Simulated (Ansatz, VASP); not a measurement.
# WS2: VASP beside Ansatz

Contents of INCAR:

```
  ALGO = Normal
  EDIFF = 1E-8
  ENCUT = 400
  GGA = PE
  GGA_COMPAT = False
  ISIF = 2
  ISMEAR = -1
  LASPH = True
  LCHARG = False
  LEFG = True
  LREAL = False
  LWAVE = False
  NBANDS = 20
  NELM = 120
  PREC = Accurate
  SIGMA = 0.05
```

The input KPOINTS:

```
k-points
0
Gamma
  8 8 8
```

File POSCAR:

```
WS2
1.0
    0.0000000000      3.0079352200      3.0079352200
    3.0079352200      0.0000000000      3.0079352200
    3.0079352200      3.0079352200      0.0000000000
W S
1 2
Direct
    0.0000000000      0.0000000000      0.0000000000
    0.2500000000      0.2500000000      0.2500000000
    0.7500000000      0.7500000000      0.7500000000
```

The input input.yaml:

```yaml
crystal:
  lattice:
    - [0.0, 3.00793522, 3.00793522]
    - [3.00793522, 0.0, 3.00793522]
    - [3.00793522, 3.00793522, 0.0]
  atoms:
    - { symbol: W, position: [0.0, 0.0, 0.0] }
    - { symbol: S, position: [0.25, 0.25, 0.25] }
    - { symbol: S, position: [0.75, 0.75, 0.75] }
kpoints:
  mp_grid: { grid: [8, 8, 8] }
scf:
  occupations: { method: fermi_dirac, width: 0.05 }
hamiltonian:
  xc: pbe
  pseudopotentials: { kind: all_electron, datasets: crystal }
output:
  forces: true
  stress: true
  eigenvalues: true
  efg: {}
  elf: true
  volumetric_format: npy
```

Alike in both runs: task electric field gradients; functional PBE; k mesh 8 × 8 × 8; occupations fermi-dirac, width 0.05 eV; no spin polarisation.

|  | VASP | Ansatz |
| --- | --- | --- |
| version | VASP 6.6.1 | Ansatz 0.2.0 |
| potentials or method | VASP PAW PBE potentials, release 64 (W_sv, S), cutoff 400 eV | all-electron PAW datasets made for the crystal |

Ansatz gave:

| Property | Result |
| --- | --- |
| gap on the k mesh at the Fermi level (eV) | none |
| pressure (GPa) | -8.9 |

Which values does VASP return?

gap on the k mesh at the Fermi level (eV): none; pressure (GPa): -9.0.

A gap of «none» marks a metal or a gap that the smearing closes. Ansatz ran all-electron here, and VASP with PAW potentials.

Spin-orbit coupling is off throughout.
